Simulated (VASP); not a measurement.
Mg, 2 atoms in the cell. Symmetry: P-3m1, No. 164, trigonal system. Conventional cell: a = 3.136 Å, b = 3.136 Å, c = 10.117 Å, α = 90.00°, β = 90.00°, γ = 120.00°. Mg (site symmetry 3m) has 9 Mg at 3.14 to 3.18 Å within 4.1 Å. 

```yaml
Program: VASP 6.6.1
Task: single point
Functional: PBEsol
Potentials_or_basis: VASP PAW PBE potentials, release 64 (Mg)
Cutoff: 520 eV
k_mesh: 8 × 8 × 3
Occupations: fermi-dirac, width 0.15 eV
Spin: no spin polarisation
Dipole_correction: no
Further_INCAR_settings: ALGO = Normal; EDIFF = 1e-06; NBANDS = 9
```

Potentials or basis: VASP PAW PBE potentials, release 64 (Mg).

Launch:

```sh
$ cat potpaw_PBE.64/Mg/POTCAR > POTCAR
$ mpirun -np 1 vasp_std > vasp.out
```

Hardware: 1 thread of Intel(R) Xeon(R) 6975P-C (Granite Rapids), with other jobs on the host.

Q: How long does it take, and how much memory?

A: It took 7.6 s on 1 thread of Intel(R) Xeon(R) 6975P-C (Granite Rapids) (shared host), peak memory 0.19 GiB. Counts: scf iterations 13, k points 25.
